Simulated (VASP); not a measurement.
# Si2W (I4/mmm) in VASP: notebook

Si2W is run at these levels: RPBE+D3(BJ), PBEsol+U; tasks: relaxation of cell and atoms.

All numbers are computed with VASP 6.6.1; they aren't measurements. Logs are shortened: lines on timing, memory, paths and dates and some standing lists are left out, and cuts for length are marked.

## Step 1: The cell of the first run

Symmetry: I4/mmm, No. 139, tetragonal system. Conventional cell: a = 3.214 Å, b = 3.214 Å, c = 7.830 Å, α = 90.00°, β = 90.00°, γ = 90.00°. W (site symmetry 4/mmm) has 10 Si at 2.62 Å and 4 W at 3.21 Å within 3.4 Å. Si (site symmetry 4mm) has 9 Si at 2.59 to 3.21 Å and 5 W at 2.62 Å within 3.4 Å.

## Step 2: Relaxation of cell and atoms, RPBE+D3(BJ)

The input, INCAR:

```
SYSTEM = Si2W
PREC = Accurate ; ENCUT = 600
EDIFF = 1E-7 ; ISMEAR = -1
SIGMA = 0.05 ; LREAL = .FALSE.
LASPH = .TRUE. ; NELM = 100
ALGO = Normal ; ISIF = 3
LWAVE = .FALSE. ; LCHARG = .FALSE.
GGA = RP ; IVDW = 12
IBRION = 2 ; NSW = 60
EDIFFG = -0.01
```

The input, KPOINTS:

```
regular mesh
0
G
  12 12 12
  0 0 0
```

The input, POSCAR:

```
Si2W
1.0
   -1.6069000000      1.6069000000      3.9149500000
    1.6069000000     -1.6069000000      3.9149500000
    1.6069000000      1.6069000000     -3.9149500000
W Si
1 2
Direct
    0.0000000000      0.0000000000      0.0000000000
    0.6653000000      0.6653000000      0.0000000000
    0.3347000000      0.3347000000      0.0000000000
```

Potentials or basis: VASP PAW PBE potentials, release 64 (W_sv, Si).

Started as:

```sh
cat potpaw_PBE.64/W_sv/POTCAR potpaw_PBE.64/Si/POTCAR > POTCAR
mpirun -np 1 vasp_std > vasp.out
```

OUTCAR:

```text
SYSTEM = Si2W
   PREC = Accurate
   ENCUT = 600
   EDIFF = 1E-7
   ISMEAR = -1
   LREAL = .FALSE.
   LASPH = .TRUE.
   NELM = 100
   ISIF = 3
   GGA = RP
   IVDW = 12
   IBRION = 2
   NSW = 60
   EDIFFG = -0.01
 IVDW          = 12

 ion  position               nearest neighbor table
   1  0.000  0.000  0.000-   2 2.62   2 2.62   2 2.62   3 2.62   2 2.62   3 2.62   3 2.62   3 2.62
                             2 2.62   3 2.62
   2  0.665  0.665  0.000-   3 2.59   1 2.62   1 2.62   1 2.62   1 2.62   1 2.62   3 2.63   3 2.63
                             3 2.63   3 2.63
   3  0.335  0.335  0.000-   2 2.59   1 2.62   1 2.62   1 2.62   1 2.62   1 2.62   2 2.63   2 2.63
                             2 2.63   2 2.63

  LATTYP: Found a body centered tetragonal cell.
 ALAT       =     3.2138000000
 C/A-ratio  =     2.4363370465

  Lattice vectors:

 A1 = (  -1.6069000000,   1.6069000000,   3.9149500000)
 A2 = (   1.6069000000,  -1.6069000000,   3.9149500000)
 A3 = (   1.6069000000,   1.6069000000,  -3.9149500000)

Analysis of symmetry for initial positions (statically):
=====================================================================
 Subroutine PRICEL returns:
 Original cell was already a primitive cell.

 Routine SETGRP: Setting up the symmetry group for a
 body centered tetragonal supercell.

 Subroutine GETGRP returns: Found 16 space group operations
 (whereof 16 operations were pure point group operations)
 out of a pool of 16 trial point group operations.

The static configuration has the point symmetry D_4h.

Analysis of symmetry for dynamics (positions and initial velocities):
=====================================================================
 Subroutine PRICEL returns:
 Original cell was already a primitive cell.

 Routine SETGRP: Setting up the symmetry group for a
 body centered tetragonal supercell.

 Subroutine GETGRP returns: Found 16 space group operations
 (whereof 16 operations were pure point group operations)
 out of a pool of 16 trial point group operations.

The dynamic configuration has the point symmetry D_4h.

 Subroutine INISYM returns: Found 16 space group operations
 (whereof 16 operations are pure point group operations),
 and found     1 'primitive' translations

----------------------------------------------------------------------------------------

                                     Primitive cell

  volume of cell :      40.4356

  direct lattice vectors                    reciprocal lattice vectors
    -1.606900000  1.606900000  3.914950000     0.000000000  0.311158131  0.127715552
     1.606900000 -1.606900000  3.914950000     0.311158131  0.000000000  0.127715552
     1.606900000  1.606900000 -3.914950000     0.311158131  0.311158131  0.000000000

  length of vectors
     4.526708376  4.526708376  4.526708376     0.336348992  0.336348992  0.440044048

  position of ions in fractional coordinates (direct lattice)
     0.000000000  0.000000000  0.000000000
     0.665300000  0.665300000  0.000000000
     0.334700000  0.334700000  0.000000000

  ion indices of the primitive-cell ions
   primitive index   ion index
                 1           1
                 2           2
                 3           3

----------------------------------------------------------------------------------------

 KPOINTS: regular mesh

Automatic generation of k-mesh.
 Grid dimensions read from file:
 generate k-points for:   12   12   12

 Generating k-lattice:

  Cartesian coordinates                     Fractional coordinates (reciprocal lattice)
     0.000000000  0.025929844  0.010642963     0.083333333  0.000000000  0.000000000
     0.025929844  0.000000000  0.010642963     0.000000000  0.083333333  0.000000000
     0.025929844  0.025929844  0.000000000     0.000000000  0.000000000  0.083333333

  Length of vectors
     0.028029083  0.028029083  0.036670337

  Shift w.r.t. Gamma in fractional coordinates (k-lattice)
     0.000000000  0.000000000  0.000000000

 Subroutine IBZKPT returns following result:
 ===========================================

 Found    163 irreducible k-points:

 Following reciprocal coordinates:
            Coordinates               Weight
  0.000000  0.000000  0.000000      1.000000
  0.083333  0.000000  0.000000      8.000000
  0.166667 -0.000000  0.000000      8.000000
  0.250000  0.000000  0.000000      8.000000
  0.333333  0.000000  0.000000      8.000000
  0.416667  0.000000  0.000000      8.000000
[... 16 lines left out ...]
  0.500000  0.166667 -0.000000     16.000000
 -0.416667  0.166667  0.000000     16.000000
 [... further k-points ...]
   k-points           NKPTS =    163   k-points in BZ     NKDIM =    163   number of bands    NBANDS=     15
   number of dos      NEDOS =    301   number of ions     NIONS =      3
   total plane-waves  NPLWV =  46656
   dimension x,y,z NGX =    36 NGY =   36 NGZ =   36
   dimension x,y,z NGXF=    72 NGYF=   72 NGZF=   72
   ions per type =               1   2
   NGX,Y,Z   is equivalent  to a cutoff of  13.22, 13.22, 13.22 a.u.
   NGXF,Y,Z  is equivalent  to a cutoff of  26.44, 26.44, 26.44 a.u.
 SYSTEM =  Si2W
   PREC   = accura    normal or accurate (medium, high low for compatibility)
   ISTART =      0    job   : 0-new  1-cont  2-samecut
   ICHARG =      2    charge: 1-file 2-atom 10-const
   ISPIN  =      1    spin polarized calculation?
   LNONCOLLINEAR =      F non collinear calculations
   LSORBIT =      F    spin-orbit coupling
   LASPH  =      T    aspherical Exc in radial PAW
   ENCUT  =  600.0 eV  44.10 Ry    6.64 a.u.   9.04  9.04  9.04*2*pi/ulx,y,z
   NELM   =    100;   NELMIN=  2; NELMDL= -5     # of ELM steps
   EDIFF  = 0.1E-06   stopping-criterion for ELM
   LREAL  =      F    real-space projection
   EDIFFG = -.1E-01   stopping-criterion for IOM
   NSW    =     60    number of steps for IOM
   IBRION =      2    ionic relax: 0-MD 1-quasi-New 2-CG
   NFREE  =      1    steps in history (QN), initial steepest desc. (CG)
   ISIF   =      3    stress and relaxation
   ISYM   =      2    0-nonsym 1-usesym 2-fastsym
   POTIM  = 0.5000    time-step for ionic-motion
   TEBEG  =    0.0;   TEEND  =   0.0 temperature during run
   PSTRESS=    0.0 pullay stress
   NELECT =      22.0000    total number of electrons
   NUPDOWN=      -1.0000    fix difference up-down
   EMIN   =  10.00;   EMAX   =-10.00  energy-range for DOS
   EFERMI =   0.00;   METHOD = LEGACY
   ISMEAR =    -1;   SIGMA  =   0.05  broadening in eV -4-tet -1-fermi 0-gaus
   EFERMI_NEDOS =   21; number of points for ismear=-14 and -15
   IALGO  =     38    algorithm
   IMIX   =      4    mixing-type and parameters
     AMIX     =   0.40;   BMIX     =  1.00
     AMIX_MAG =   1.60;   BMIX_MAG =  1.00
  volume/ion in A,a.u.               =      13.48        90.96
  Fermi-wavevector in a.u.,A,eV,Ry     =   1.336476  2.525573 24.302284  1.786167
  Thomas-Fermi vector in A             =   2.465099
   LORBIT       =      0    0 simple, 1 ext, 2 COOP (PROOUT), +10 PAW based schemes
   GGA     = RP    functional components
   LHFCALC =     F    Hartree Fock is set to
   AEXX    =    0.0000 exact exchange contribution
   IVDW    =    12    specifies the selected vdW correction
   LEPSILON=     F    determine dielectric tensor
   LRPA    =     F    only Hartree local field effects (RPA)
 conjugate gradient relaxation of ions
 non-spin polarized calculation
  energy-cutoff  :      600.00
  volume of cell :       40.44
 maximum number of plane-waves:      1372
   NGX = 19   NGY = 19   NGZ = 19

--------------------------------------- Ionic step        1  -------------------------------------------

 number of electron      21.9999999 magnetization

 Free energy of the ion-electron system (eV)
  ---------------------------------------------------
  ext. energy  EPLUGINS =         0.00000000
  ---------------------------------------------------
  free energy    TOTEN  =       -23.63658134 eV

  energy without entropy =      -23.63463143  energy(sigma->0) =      -23.63560638

------------------------ aborting loop because EDIFF is reached ----------------------------------------

 Edisp (eV)   -9.37160

 E8    (eV) :    -6.3000

  FORCE on cell =-STRESS in cart. coord.  units (eV):
  Direction    XX          YY          ZZ          XY          YZ          ZX
  --------------------------------------------------------------------------------------
  -------------------------------------------------------------------------------------
  Total      -8.61129    -8.61129    -7.70241     0.00000    -0.00000     0.00000
  in kB    -341.20465  -341.20465  -305.19226     0.00000    -0.00000     0.00000
  external pressure =     -329.20 kB  Pullay stress =        0.00 kB
[... 100 lines left out ...]
  FREE ENERGIE OF THE ION-ELECTRON SYSTEM (eV)
  ---------------------------------------------------
  free  energy   TOTEN  =       -33.5889404561 eV

  energy  without entropy=      -33.5872575024  energy(sigma->0) =      -33.58809898

[... ionic steps 4 to 9 ...]

--------------------------------------- Ionic step       10  -------------------------------------------

 number of electron      22.0000000 magnetization

------------------------ aborting loop because EDIFF is reached ----------------------------------------

 Edisp (eV)  -10.77681

 E8    (eV) :    -7.2306
[... 71 lines left out ...]
  energy  without entropy=      -33.6137793555  energy(sigma->0) =      -33.61465293

--------------------------------------- Ionic step       12  -------------------------------------------

 number of electron      22.0000000 magnetization

 Free energy of the ion-electron system (eV)
  ---------------------------------------------------
  ext. energy  EPLUGINS =         0.00000000
  ---------------------------------------------------
  free energy    TOTEN  =       -22.83402357 eV

  energy without entropy =      -22.83227572  energy(sigma->0) =      -22.83314964

 E-fermi :  14.2104     XC(G=0): -13.1726

 val. band max:       14.2051126865   @ k =  -0.4167  -0.4167   0.3333
 cond. band min:      14.2176469488   @ k =  -0.4167  -0.4167   0.2500
 fundamental gap:      0.0125342622
 Fermi energy:        14.2103668482

 k-point     1 :       0.0000    0.0000    0.0000
  band No.  band energies     occupation
      1     -59.4404      2.00000
      2     -23.8826      2.00000
      3     -23.7243      2.00000
      4     -23.7243      2.00000
      5      -1.1835      2.00000
      6       6.3617      2.00000
      7      10.1345      2.00000
      8      10.3286      2.00000
      9      10.9083      2.00000
     10      10.9083      2.00000
     11      15.0539      0.00000
     12      16.3512      0.00000
     13      17.8624      0.00000
     14      17.9327      0.00000
     15      17.9327      0.00000
[... 397 lines left out ...]
 k-point    24 :      -0.4167    0.1667    0.0000
  band No.  band energies     occupation
      1     -59.4210      2.00000
      2     -24.0727      2.00000
      3     -23.8408      2.00000
      4     -23.7836      2.00000
      5       2.2827      2.00000
      6       5.0407      2.00000
      7       7.7611      2.00000
      8       9.0863      2.00000
      9      10.7576      2.00000
     10      11.5872      2.00000
     11      11.7225      2.00000
     12      16.4555      0.00000
     13      17.5232      0.00000
     14      17.8775      0.00000
     15      19.5709      0.00000

 [... further k-points ...]

------------------------ aborting loop because EDIFF is reached ----------------------------------------

 Edisp (eV)  -10.78151

 E8    (eV) :    -7.2337

  FORCE on cell =-STRESS in cart. coord.  units (eV):
  Direction    XX          YY          ZZ          XY          YZ          ZX
  --------------------------------------------------------------------------------------
  -------------------------------------------------------------------------------------
  Total       0.00149     0.00149     0.01116     0.00000    -0.00000     0.00000
  in kB       0.06788     0.06788     0.50699     0.00000    -0.00000     0.00000
  external pressure =        0.21 kB  Pullay stress =        0.00 kB
[... 18 lines left out ...]
  FREE ENERGIE OF THE ION-ELECTRON SYSTEM (eV)
  ---------------------------------------------------
  free  energy   TOTEN  =       -33.6155375629 eV

  energy  without entropy=      -33.6137897145  energy(sigma->0) =      -33.61466364

 reached required accuracy - stopping structural energy minimisation
```

It took 19 min on 1 thread of Intel Xeon 8259CL, shared host; peak memory 0.33 GiB.

What came out:

- Free energy: -33.6155 eV
- Relaxed volume: 11.76 Å³/atom
- Relaxed cell: a = 4.357 Å, b = 4.357 Å, c = 4.357 Å, α = 138.98°, β = 138.98°, γ = 59.41°
- Space group after relaxing (to 0.1 Å): I4/mmm (No. 139)
- Pressure after relaxing: 0.0 GPa
- Band gap on the k mesh: zero (bands 11 and 12 overlap by 1.72 eV)
- Dispersion energy per atom: -3.594 eV

Final structure:
```yaml
crystal:
  lattice:
    - [-1.52649, 1.52649, 3.78418]
    - [1.52649, -1.52649, 3.78418]
    - [1.52649, 1.52649, -3.78418]
  atoms:
    - { symbol: W, position: [0.00000, 0.00000, 0.00000] }
    - { symbol: Si, position: [0.66842, 0.66842, 0.00000] }
    - { symbol: Si, position: [0.33158, 0.33158, 0.00000] }
```

Levels at points of the mesh, in eV from the Fermi level:
| k point | band 8 | band 9 | band 10 | band 11 | band 12 | band 13 | band 14 | band 15 |
| --- | --- | --- | --- | --- | --- | --- | --- | --- |
| (0.00, 0.00, 0.00) | -3.88 | -3.30 | -3.30 | 0.84 | 2.14 | 3.65 | 3.72 | 3.72 |
| (0.50, 0.00, 0.00) | -5.33 | -3.44 | -3.10 | -0.66 | 2.95 | 3.43 | 4.06 | 5.31 |
| (0.50, 0.50, 0.00) | -5.72 | -5.59 | -4.04 | -1.69 | 3.02 | 3.74 | 3.89 | 4.01 |
| (0.50, 0.50, 0.50) | -3.21 | -0.85 | -0.85 | -0.67 | -0.67 | 1.07 | 4.67 | 5.86 |

Caveat: the dispersion term is far too large for a dense solid, which distorts pressure and volume; the PAW data sets were made with another functional, which shifts forces and pressure a little; spin-orbit coupling is left out, which moves the levels of the heavy elements.

## Step 3: Relaxation of cell and atoms, PBEsol+U

The input, INCAR:

```
PREC = Accurate
ENCUT = 600
EDIFF = 1E-6
ISMEAR = -1
SIGMA = 0.05
LREAL = F
LASPH = T
NELM = 150
ALGO = Normal
ISIF = 3
LWAVE = F
LCHARG = F
LMAXMIX = 4
LDAU = T
LDAUTYPE = 2
LDAUL = 2 -1
LDAUU = 1 0
LDAUJ = 0 0
LDAUPRINT = 1
GGA = PS
IBRION = 2
NSW = 60
EDIFFG = -0.01
```

The input, KPOINTS:

```
regular mesh
0
Gamma
  12 12 12
```

POSCAR is that of step 2.

Potentials or basis: VASP PAW PBE potentials, release 64 (W_sv, Si).

Started as:

```sh
cat potpaw_PBE.64/W_sv/POTCAR potpaw_PBE.64/Si/POTCAR > POTCAR
mpirun -np 1 vasp_std > vasp.out
```

Run time: 10 min. Hardware: 1 thread of Intel Xeon 8259CL, shared host; peak memory 0.3 GiB.

Results (log left out):

```yaml
Free_energy: -25.4961 eV
Relaxed_volume: 13.43 Å³/atom
Relaxed_cell: a = 4.524 Å, b = 4.524 Å, c = 4.524 Å, α = 138.46°, β = 138.46°, γ = 60.19°
Space_group_after_relaxing_to_0.1_Å: I4/mmm (No. 139)
Energy_gained_by_relaxing: 0.1 meV/atom
Ionic_steps: 5
Pressure_after_relaxing: 0.0 GPa
Largest_force_after_relaxing: 0.006 eV/Å
Band_gap_on_the_k_mesh: zero (bands 11 and 12 overlap by 1.32 eV)
```

Forces in eV/Å, atoms in the order of the input:
```
W    0.000  0.000  0.000
Si   0.000  0.000  0.006
Si   0.000  0.000 -0.006
```

Stress tensor (GPa, compression positive):
```
 0.03  0.00  0.00
 0.00  0.03  0.00
 0.00  0.00 -0.05
```

Step by step:
| step | energy change (eV) | largest force (eV/Å) | pressure (GPa) | volume (Å³) |
| --- | --- | --- | --- | --- |
| 1 | 0.0000 | 0.0223 | -0.76 | 40.44 |
| 2 | 0.0006 | 0.0241 | 1.37 | 40.06 |
| 3 | -0.0004 | 0.0230 | 0.06 | 40.29 |
| 4 | -0.0004 | 0.0010 | -0.02 | 40.30 |
| 5 | -0.0004 | 0.0062 | 0.00 | 40.30 |

Final structure:
```
W Si
1.0
    -1.60428    1.60428    3.91445
     1.60428   -1.60428    3.91445
     1.60428    1.60428   -3.91445
W Si
1 2
Cartesian
  0.0000 0.0000 0.0000
  0.0000 0.0000 5.2098
  0.0000 0.0000 2.6191
```

Levels at points of the mesh, in eV from the Fermi level:
```csv
k point,band 7,band 8,band 9,band 10,band 11,band 12,band 13,band 14,band 15
"(0.00, 0.00, 0.00)",-3.77,-3.31,-2.87,-2.87,0.60,2.75,2.86,3.07,3.07
"(0.50, 0.00, 0.00)",-5.80,-4.90,-2.82,-2.78,-0.47,2.78,2.78,3.91,4.43
"(0.50, 0.50, 0.00)",-6.06,-5.50,-5.05,-3.31,-1.80,2.77,3.08,3.16,3.87
"(0.50, 0.50, 0.50)",-3.84,-2.59,-0.86,-0.86,-0.53,-0.53,0.77,4.47,4.91
```

Eigenvalues of the final occupation matrices:
```
    site  spin  trace               eigenvalues
site 1 d     1   1.83  0.27 0.32 0.41 0.41 0.41
site 1 d     2   1.83  0.27 0.32 0.41 0.41 0.41
```

Caveat: the PAW data sets were made with another functional, which shifts forces and pressure a little; spin-orbit coupling is left out, which moves the levels of the heavy elements; U without spin polarisation on a metal has little footing; the U is typed as a test and isn't derived for this compound.

The gap in the log of VASP goes by the Fermi energy; the results here count the filled bands.